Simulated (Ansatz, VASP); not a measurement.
# Two plane-wave programs on Cr

```xyz
1
Lattice="-1.1806 1.1806 2.1195 1.1806 -1.1806 2.1195 1.1806 1.1806 -2.1195" Properties=species:S:1:pos:R:3 pbc="T T T"
Cr    0.0000    0.0000    0.0000
```

Alike in both runs: functional PBE; k mesh 32 × 32 × 32; occupations gaussian, width 0.1 eV; no spin polarisation.

Ansatz relaxed the structure, and its values are those at the end. VASP's run is a single point on that final structure, the one shown.

```csv
,VASP,Ansatz
version,VASP 6.6.1,Ansatz 0.2.0
potentials or method,"VASP PAW PBE potentials, release 64 (Cr_pv), cutoff 520 eV","scalar-relativistic, plane waves, PAW"
valence electrons in the cell,12,14
```

Ansatz gave:

```
gap on the k mesh at the Fermi level (eV) : none
pressure (GPa)                            : 0.0
```

Q: What did VASP give for the same quantities?

A: gap on the k mesh at the Fermi level (eV): none; pressure (GPa): -0.4.

A gap of «none» marks a metal or a gap that the smearing closes. VASP's potentials hold 12 valence electrons a cell and Ansatz's 14, so a difference there can come from the potentials and not from the codes.
